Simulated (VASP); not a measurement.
B, 8 atoms in the cell. It takes space group Im-3m (No. 229, cubic). The conventional cell has a = 5.256 Å, b = 5.256 Å, c = 5.256 Å, α = 90.00°, β = 90.00°, γ = 90.00°. Within 2.1 Å of B (site symmetry 3m) lie 4 B at 1.59 to 1.71 Å. 

| Property | Result |
| --- | --- |
| Program | VASP 6.6.1 |
| Task | relaxation of cell and atoms |
| Functional | PBE |
| Potentials or basis | VASP PAW PBE potentials, release 64 (B) |
| Cutoff | 600 eV |
| k mesh | 6 × 6 × 6 |
| Occupations | gaussian, width 0.1 eV |
| Spin | no spin polarisation |
| Dipole correction | no |
| Further INCAR settings | ALGO = Normal; EDIFF = 1e-06; IBRION = 2; EDIFFG = -0.04; NSW = 90; ISIF = 3 |

Potentials or basis: VASP PAW PBE potentials, release 64 (B).

Command:

```sh
$ cat potpaw_PBE.64/B/POTCAR > POTCAR
$ mpirun -np 1 vasp_std > vasp.out
```

Hardware: 1 thread of Intel(R) Xeon(R) Platinum 8259CL CPU @ 2.50GHz (Skylake/Cascade Lake) (shared host).

Problem. Estimate the wall time of this run.

Solution. It took 60 s on 1 thread of Intel(R) Xeon(R) Platinum 8259CL CPU @ 2.50GHz (Skylake/Cascade Lake) (shared host), peak memory 0.2 GiB. Counts: scf iterations 41, k points 16, ion steps 5.
